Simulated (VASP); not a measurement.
A run of VASP 6.6.1 is set up as follows.

File INCAR:

```
ALGO     = Normal         # electronic algorithm
EDIFF    = 1E-6           # SCF threshold, eV
ENCUT    = 520            # plane-wave cutoff, eV
GGA      = PS             # functional
ISIF     = 2              # what is computed and relaxed
ISMEAR   = 0              # smearing method
LASPH    = T              # aspherical terms in the spheres
LCHARG   = T              # write CHGCAR
LELF     = T              # ELF
LREAL    = F              # projectors in reciprocal space
LVHAR    = T            
LWAVE    = F              # write WAVECAR
NBANDS   = 49             # bands
NELM     = 60             # most SCF steps
PREC     = Accurate       # precision mode
SIGMA    = 0.05           # smearing width, eV
```

The input KPOINTS:

```
k-points
0
Gamma
  10 10 2
```

File POSCAR:

```
WS2
1.0
   -1.5790003843     -2.7349088907      0.0000000000
    1.5790003843     -2.7349088907      0.0000000000
    0.0000000000     -4.1023633361     18.4899900000
W S
3 6
Direct
   -0.5321250000     -0.5321250000      0.7095000000
    0.3012083333      0.3012083333      0.0428333333
    0.3845416667      0.3845416667      0.3761666667
    0.6551500000      0.6551500000      0.4598000000
   -0.2615166667     -0.2615166667      0.7931333333
    0.5718166667      0.5718166667      0.1264666667
    0.7821250000      0.7821250000      0.2905000000
   -0.1345416667     -0.1345416667      0.6238333333
   -0.0512083333     -0.0512083333      0.9571666667
```

Potentials or basis: VASP PAW PBE potentials, release 64 (W_sv, S).

Launch:

```bash
$ cat potpaw_PBE.64/W_sv/POTCAR potpaw_PBE.64/S/POTCAR > POTCAR
$ mpirun -np 1 vasp_std > vasp.out
```

Question: What does it give for the band gap on the k mesh?

Answer: Zero (bands 39 and 40 overlap by 0.07 eV).

Question: Predict the pressure.

Answer: 1.8 GPa.

Question: Estimate the largest force.

Answer: 2.516 eV/Å.

Forces on the atoms (eV/Å):
```
W    0.000 -0.005 -0.597
W    0.000  1.327  1.245
W    0.000 -0.001 -0.603
S    0.000  0.001  0.255
S    0.000 -0.005  0.232
S    0.000  0.648  0.358
S    0.000  0.002  0.331
S    0.000  0.002  0.344
S    0.000 -1.970 -1.565
```

Caveat: the PAW data sets were made with another functional, which shifts forces and pressure a little; spin-orbit coupling is left out, which moves the levels of the heavy elements; this functional lacks dispersion, which binds the layers, so the pressure and a relaxed spacing across them are unreliable.
